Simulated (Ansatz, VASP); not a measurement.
**SrTiO3 in VASP and in Ansatz**

```
Sr Ti O
1.0
     3.92965    0.00000    0.00000
     0.00000    3.92965    0.00000
     0.00000    0.00000    3.92965
Sr Ti O
1 1 3
Direct
  0.50000 0.50000 0.50000
  0.00000 0.00000 0.00000
  0.50000 0.00000 0.00000
  0.00000 0.50000 0.00000
  0.00000 0.00000 0.50000
```

Alike in both runs: task single point; functional PBEsol; k mesh 8 × 8 × 8; occupations gaussian, width 0.02 eV; no spin polarisation.

|  | VASP | Ansatz |
| --- | --- | --- |
| version | VASP 6.6.1 | Ansatz 0.2.0 |
| potentials or method | VASP PAW PBE potentials, release 64 (Sr_sv, Ti_sv, O), cutoff 520 eV | scalar-relativistic, plane waves, PAW |
| valence electrons in the cell | 40 | 40 |

```csv
,VASP,Ansatz,Ansatz less VASP
gap on the k mesh at the Fermi level (eV),1.77,1.80,+0.031
least direct gap on the mesh (eV),2.14,2.16,+0.021
pressure (GPa),-4.5,-5.2,-0.62
```

VASP's potentials were made for PBE, not for PBEsol. With one functional, cell and mesh, what is left measures potentials, basis and numerics.
